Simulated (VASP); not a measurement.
# TiTe2 (P-3m1) in VASP: relaxation of cell and atoms with BLYP

Aim: the relaxation of cell and atoms of TiTe2 with BLYP.

All numbers are computed with VASP 6.6.1; they aren't measurements. Logs are shortened: lines on timing, memory, paths and dates and some standing lists are left out, and cuts for length are marked.

## 1. The cell of the first run

The structure is trigonal, space group P-3m1 (No. 164). The conventional cell has a = 3.777 Å, b = 3.777 Å, c = 6.498 Å, α = 90.00°, β = 90.00°, γ = 120.00°. Te (site symmetry 3m) has 3 Ti at 2.77 Å and 9 Te at 3.78 Å within 3.8 Å. Ti (site symmetry -3m) has 6 Te at 2.77 Å and 6 Ti at 3.78 Å within 3.8 Å.

## 2. Relaxation of cell and atoms, BLYP

INCAR

```
  AGGAC = 1.0
  AGGAX = 1.0
  ALDAC = 0.0
  ALDAX = 1.0
  ALGO = Normal
  EDIFF = 1E-7
  EDIFFG = -0.01
  ENCUT = 600
  GGA = B5
  IBRION = 2
  ISIF = 3
  ISMEAR = -1
  LASPH = T
  LCHARG = F
  LREAL = F
  LWAVE = F
  NELM = 80
  NSW = 60
  PREC = Accurate
  SIGMA = 0.05
```

KPOINTS

```
k-points
0
Gamma
  8 8 4
```

POSCAR

```
TiTe2
1.0
    3.7770000000      0.0000000000      0.0000000000
   -1.8885000000      3.2709779501      0.0000000000
    0.0000000000      0.0000000000      6.4980000000
Te Ti
2 1
Direct
    0.3333333333      0.6666666667      0.7372000000
    0.6666666667      0.3333333333      0.2628000000
    0.0000000000      0.0000000000      0.0000000000
```

Potentials or basis: VASP PAW PBE potentials, release 64 (Te, Ti_sv).

Started as:

```bash
cat potpaw_PBE.64/Te/POTCAR potpaw_PBE.64/Ti_sv/POTCAR > POTCAR
mpirun -np 1 vasp_std > vasp.out
```

OUTCAR:

```text
EDIFF = 1E-7
   EDIFFG = -0.01
   ENCUT = 600
   GGA = B5
   IBRION = 2
   ISIF = 3
   ISMEAR = -1
   LASPH = T
   LREAL = F
   NELM = 80
   NSW = 60
   PREC = Accurate

 ion  position               nearest neighbor table
   1  0.333  0.667  0.737-   3 2.77   3 2.77   3 2.77
   2  0.667  0.333  0.263-   3 2.77   3 2.77   3 2.77
   3  0.000  0.000  0.000-   1 2.77   2 2.77   2 2.77   1 2.77   2 2.77   1 2.77

  LATTYP: Found a hexagonal cell.
 ALAT       =     3.7770000000
 C/A-ratio  =     1.7204130262

  Lattice vectors:

 A1 = (   3.7770000000,   0.0000000000,   0.0000000000)
 A2 = (  -1.8885000000,   3.2709779501,   0.0000000000)
 A3 = (   0.0000000000,   0.0000000000,   6.4980000000)

Analysis of symmetry for initial positions (statically):
=====================================================================
 Subroutine PRICEL returns:
 Original cell was already a primitive cell.

 Routine SETGRP: Setting up the symmetry group for a
 hexagonal supercell.

 Subroutine GETGRP returns: Found 12 space group operations
 (whereof 12 operations were pure point group operations)
 out of a pool of 24 trial point group operations.

The static configuration has the point symmetry D_3d.

Analysis of symmetry for dynamics (positions and initial velocities):
=====================================================================
 Subroutine PRICEL returns:
 Original cell was already a primitive cell.

 Routine SETGRP: Setting up the symmetry group for a
 hexagonal supercell.

 Subroutine GETGRP returns: Found 12 space group operations
 (whereof 12 operations were pure point group operations)
 out of a pool of 24 trial point group operations.

The dynamic configuration has the point symmetry D_3d.

 Subroutine INISYM returns: Found 12 space group operations
 (whereof 12 operations are pure point group operations),
 and found     1 'primitive' translations

----------------------------------------------------------------------------------------

                                     Primitive cell

  volume of cell :      80.2794

  direct lattice vectors                    reciprocal lattice vectors
     3.777000000  0.000000000  0.000000000     0.264760392  0.152859484  0.000000000
    -1.888500000  3.270977950  0.000000000     0.000000000  0.305718967  0.000000000
     0.000000000  0.000000000  6.498000000     0.000000000  0.000000000  0.153893506

  length of vectors
     3.777000000  3.777000000  6.498000000     0.305718967  0.305718967  0.153893506

  position of ions in fractional coordinates (direct lattice)
     0.333333333  0.666666667  0.737200000
     0.666666667  0.333333333  0.262800000
     0.000000000  0.000000000  0.000000000

  ion indices of the primitive-cell ions
   primitive index   ion index
                 1           1
                 2           2
                 3           3

----------------------------------------------------------------------------------------

 KPOINTS: k-points

Automatic generation of k-mesh.
 Grid dimensions read from file:
 generate k-points for:    8    8    4

 Generating k-lattice:

  Cartesian coordinates                     Fractional coordinates (reciprocal lattice)
     0.033095049  0.019107435  0.000000000     0.125000000 -0.000000000  0.000000000
     0.000000000  0.038214871  0.000000000     0.000000000  0.125000000  0.000000000
     0.000000000  0.000000000  0.038473376     0.000000000  0.000000000  0.250000000

  Length of vectors
     0.038214871  0.038214871  0.038473376

  Shift w.r.t. Gamma in fractional coordinates (k-lattice)
     0.000000000  0.000000000  0.000000000

 Subroutine IBZKPT returns following result:
 ===========================================

 Found     35 irreducible k-points:

 Following reciprocal coordinates:
            Coordinates               Weight
  0.000000  0.000000  0.000000      1.000000
  0.125000  0.000000  0.000000      6.000000
  0.250000  0.000000  0.000000      6.000000
  0.375000  0.000000  0.000000      6.000000
  0.500000  0.000000  0.000000      3.000000
  0.125000  0.125000  0.000000      6.000000
[... 16 lines left out ...]
 -0.125000  0.500000  0.250000     12.000000
  0.250000  0.250000  0.250000     12.000000
 [... further k-points ...]
   k-points           NKPTS =     35   k-points in BZ     NKDIM =     35   number of bands    NBANDS=     16
   number of dos      NEDOS =    301   number of ions     NIONS =      3
   total plane-waves  NPLWV =  48600
   dimension x,y,z NGX =    30 NGY =   30 NGZ =   54
   dimension x,y,z NGXF=    60 NGYF=   60 NGZF=  108
   ions per type =               2   1
   NGX,Y,Z   is equivalent  to a cutoff of  13.20, 13.20, 13.82 a.u.
   NGXF,Y,Z  is equivalent  to a cutoff of  26.41, 26.41, 27.63 a.u.
 SYSTEM =  unknown system
   PREC   = accura    normal or accurate (medium, high low for compatibility)
   ISTART =      0    job   : 0-new  1-cont  2-samecut
   ICHARG =      2    charge: 1-file 2-atom 10-const
   ISPIN  =      1    spin polarized calculation?
   LNONCOLLINEAR =      F non collinear calculations
   LSORBIT =      F    spin-orbit coupling
   LASPH  =      T    aspherical Exc in radial PAW
   ENCUT  =  600.0 eV  44.10 Ry    6.64 a.u.   7.54  7.54 12.98*2*pi/ulx,y,z
   NELM   =     80;   NELMIN=  2; NELMDL= -5     # of ELM steps
   EDIFF  = 0.1E-06   stopping-criterion for ELM
   LREAL  =      F    real-space projection
   EDIFFG = -.1E-01   stopping-criterion for IOM
   NSW    =     60    number of steps for IOM
   IBRION =      2    ionic relax: 0-MD 1-quasi-New 2-CG
   NFREE  =      1    steps in history (QN), initial steepest desc. (CG)
   ISIF   =      3    stress and relaxation
   ISYM   =      2    0-nonsym 1-usesym 2-fastsym
   POTIM  = 0.5000    time-step for ionic-motion
   TEBEG  =    0.0;   TEEND  =   0.0 temperature during run
   PSTRESS=    0.0 pullay stress
   NELECT =      24.0000    total number of electrons
   NUPDOWN=      -1.0000    fix difference up-down
   EMIN   =  10.00;   EMAX   =-10.00  energy-range for DOS
   EFERMI =   0.00;   METHOD = LEGACY
   ISMEAR =    -1;   SIGMA  =   0.05  broadening in eV -4-tet -1-fermi 0-gaus
   EFERMI_NEDOS =   21; number of points for ismear=-14 and -15
   IALGO  =     38    algorithm
   IMIX   =      4    mixing-type and parameters
     AMIX     =   0.40;   BMIX     =  1.00
     AMIX_MAG =   1.60;   BMIX_MAG =  1.00
  volume/ion in A,a.u.               =      26.76       180.58
  Fermi-wavevector in a.u.,A,eV,Ry     =   1.094655  2.068597 16.303438  1.198269
  Thomas-Fermi vector in A             =   2.230964
   LORBIT       =      0    0 simple, 1 ext, 2 COOP (PROOUT), +10 PAW based schemes
   GGA     = B5    functional components
   LHFCALC =     F    Hartree Fock is set to
   AEXX    =    0.0000 exact exchange contribution
   IVDW    =     0    specifies the selected vdW correction
   LEPSILON=     F    determine dielectric tensor
   LRPA    =     F    only Hartree local field effects (RPA)
 conjugate gradient relaxation of ions
 non-spin polarized calculation
  energy-cutoff  :      600.00
  volume of cell :       80.28
 maximum number of plane-waves:      2714
   NGX = 15   NGY = 15   NGZ = 25

--------------------------------------- Ionic step        1  -------------------------------------------

 number of electron      24.0000002 magnetization

 Free energy of the ion-electron system (eV)
  ---------------------------------------------------
  ext. energy  EPLUGINS =         0.00000000
  ---------------------------------------------------
  free energy    TOTEN  =       -13.87521529 eV

  energy without entropy =      -13.86441276  energy(sigma->0) =      -13.86981403

------------------------ aborting loop because EDIFF is reached ----------------------------------------

  FORCE on cell =-STRESS in cart. coord.  units (eV):
  Direction    XX          YY          ZZ          XY          YZ          ZX
  --------------------------------------------------------------------------------------
  -------------------------------------------------------------------------------------
  Total        2.8035594      2.8035594      2.4977413      0.0000000      0.0000000      0.0000000
  in kB       55.9520537     55.9520537     49.8486868      0.0000000      0.0000000      0.0000000
  external PRESSURE =      53.9175981 kB  Pullay stress =       0.0000000 kB
[... 92 lines left out ...]
  FREE ENERGIE OF THE ION-ELECTRON SYSTEM (eV)
  ---------------------------------------------------
  free  energy   TOTEN  =       -13.9855145911 eV

  energy  without entropy=      -13.9742275294  energy(sigma->0) =      -13.97987106

 E-fermi :   4.8556     XC(G=0):  -8.1446

 val. band max:        4.8152841760   @ k =   0.5000   0.0000   0.5000
 cond. band min:       4.8724513547   @ k =   0.5000   0.0000   0.2500
 fundamental gap:      0.0571671787
 Fermi energy:         4.8555585153

 k-point     1 :       0.0000    0.0000    0.0000
  band No.  band energies     occupation
      1     -52.5919      2.00000
      2     -28.9911      2.00000
      3     -28.9911      2.00000
      4     -28.9546      2.00000
      5      -6.8277      2.00000
      6      -5.9402      2.00000
[... 8 lines left out ...]
     15       5.6914      0.00000
     16       7.8621      0.00000
[... 420 lines left out ...]
  band No.  band energies     occupation
      1     -52.5900      2.00000
      2     -29.0143      2.00000
      3     -29.0033      2.00000
      4     -28.9481      2.00000
      5      -5.5404      2.00000
      6      -5.3513      2.00000
[... 8 lines left out ...]
     15       5.9559      0.00000
     16       6.7320      0.00000

 [... further k-points ...]

[... ionic steps 4 to 50 ...]

--------------------------------------- Ionic step       51  -------------------------------------------

 number of electron      23.9999999 magnetization

------------------------ aborting loop because EDIFF is reached ----------------------------------------

  FORCE on cell =-STRESS in cart. coord.  units (eV):
  Direction    XX          YY          ZZ          XY          YZ          ZX
  --------------------------------------------------------------------------------------
  -------------------------------------------------------------------------------------
  Total       -0.0270571     -0.0270571     -0.0692013      0.0000000      0.0000000      0.0000000
  in kB       -0.3717814     -0.3717814     -0.9508702      0.0000000      0.0000000      0.0000000
  external PRESSURE =      -0.5648110 kB  Pullay stress =       0.0000000 kB
[... 59 lines left out ...]
  energy  without entropy=      -14.1070864151  energy(sigma->0) =      -14.11251049

--------------------------------------- Ionic step       53  -------------------------------------------

 number of electron      23.9999999 magnetization

 Free energy of the ion-electron system (eV)
  ---------------------------------------------------
  ext. energy  EPLUGINS =         0.00000000
  ---------------------------------------------------
  free energy    TOTEN  =       -14.11804818 eV

  energy without entropy =      -14.10734005  energy(sigma->0) =      -14.11269411

 E-fermi :   3.4034     XC(G=0):  -7.2512

 val. band max:        3.2732702344   @ k =   0.1250   0.0000   0.2500
 cond. band min:       3.4111209306   @ k =   0.5000   0.0000   0.5000
 fundamental gap:      0.1378506961
 Fermi energy:         3.4033514404

 k-point     1 :       0.0000    0.0000    0.0000
  band No.  band energies     occupation
      1     -54.0959      2.00000
      2     -30.4934      2.00000
      3     -30.4934      2.00000
      4     -30.4612      2.00000
      5      -8.1689      2.00000
      6      -7.3625      2.00000
[... 8 lines left out ...]
     15       4.1543      0.00000
     16       6.3647      0.00000
[... 420 lines left out ...]
  band No.  band energies     occupation
      1     -54.0943      2.00000
      2     -30.5142      2.00000
      3     -30.5044      2.00000
      4     -30.4555      2.00000
      5      -6.9637      2.00000
      6      -6.7769      2.00000
[... 8 lines left out ...]
     15       4.4373      0.00000
     16       5.2429      0.00000

 [... further k-points ...]
[... 5 lines left out ...]
  --------------------------------------------------------------------------------------
  -------------------------------------------------------------------------------------
  Total       -0.0102744     -0.0102744     -0.0053600      0.0000000     -0.0000000      0.0000000
  in kB       -0.1407662     -0.1407662     -0.0734360      0.0000000     -0.0000000      0.0000000
  external PRESSURE =      -0.1183228 kB  Pullay stress =       0.0000000 kB
[... 18 lines left out ...]
  FREE ENERGIE OF THE ION-ELECTRON SYSTEM (eV)
  ---------------------------------------------------
  free  energy   TOTEN  =       -14.1180481762 eV

  energy  without entropy=      -14.1073400477  energy(sigma->0) =      -14.11269411

 reached required accuracy - stopping structural energy minimisation
```

Run time: 40 min. Hardware: 1 thread of AMD EPYC 9R45 (Zen 5), shared host; peak memory 0.23 GiB.

Results:

```yaml
Free_energy: -14.1180 eV
Relaxed_volume: 38.98 Å³/atom
Relaxed_cell: a = 3.914 Å, b = 3.914 Å, c = 8.813 Å, α = 90.00°, β = 90.00°, γ = 120.00°
Space_group_after_relaxing_to_0.1_Å: P-3m1 (No. 164)
Energy_gained_by_relaxing: 80.9 meV/atom
Ionic_steps: 53
Pressure_after_relaxing: 0.0 GPa
Largest_force_after_relaxing: 0.008 eV/Å
Band_gap_on_the_k_mesh: zero (bands 12 and 13 overlap by 0.29 eV)
```

Forces on the atoms (eV/Å):
```
Te   0.000  0.000  0.008
Te   0.000  0.000 -0.008
Ti   0.000  0.000  0.000
```

Step by step:
```
step  energy change (eV)  largest force (eV/Å)  pressure (GPa)  volume (Å³)
   1              0.0000                0.0784            5.39        80.28
   3             -0.1103                0.5635            0.04        87.29
   5             -0.1585                0.1083            0.12        90.59
   7             -0.1994                0.0559            0.15        94.22
   9             -0.2108                0.3977           -1.52       106.23
  11             -0.2304                0.0834           -0.20       103.11
  13             -0.2294                0.1372            0.66       102.89
  15             -0.2330                0.0039            0.14       103.69
  17             -0.2341                0.0912           -0.16       105.17
  19             -0.2349                0.0688           -0.11       105.45
  21             -0.2365                0.0550            0.28       106.69
  23             -0.2373                0.0062            0.11       107.06
  25             -0.2381                0.0334            0.08       108.04
  27             -0.2385                0.0495           -0.02       108.67
  29             -0.2393                0.0048           -0.09       110.71
  31             -0.2397                0.0175            0.06       110.16
  33             -0.2399                0.0213            0.10       110.36
  35             -0.2410                0.0080            0.11       111.98
  37             -0.2414                0.0513           -0.08       113.47
  39             -0.2419                0.0271           -0.06       114.11
  41             -0.2421                0.0005           -0.04       114.92
  43             -0.2422                0.0193            0.07       115.00
  45             -0.2425                0.0026            0.04       115.58
  47             -0.2425                0.0118            0.03       115.83
  49             -0.2426                0.0185            0.00       116.12
  51             -0.2427                0.0276           -0.06       116.60
  53             -0.2428                0.0080           -0.01       116.94
```

Final structure:
```yaml
crystal:
  lattice:
    - [3.91442, 0.00000, 0.00000]
    - [-1.95721, 3.38999, 0.00000]
    - [0.00000, 0.00000, 8.81262]
  atoms:
    - { symbol: Te, position: [0.33333, 0.66667, 0.80620] }
    - { symbol: Te, position: [0.66667, 0.33333, 0.19380] }
    - { symbol: Ti, position: [0.00000, 0.00000, 0.00000] }
```

Caveat: the volume moved by over 15 % at a fixed basis, so the end points are rough; the PAW data sets were made with another functional, which shifts forces and pressure a little; spin-orbit coupling is left out, which moves the levels of the heavy elements; this functional lacks dispersion, which binds layers or chains, so the pressure and a relaxed spacing across them are unreliable. Zero-point motion and thermal expansion aren't in these numbers.

The gap in the log of VASP goes by the Fermi energy; the results here count the filled bands.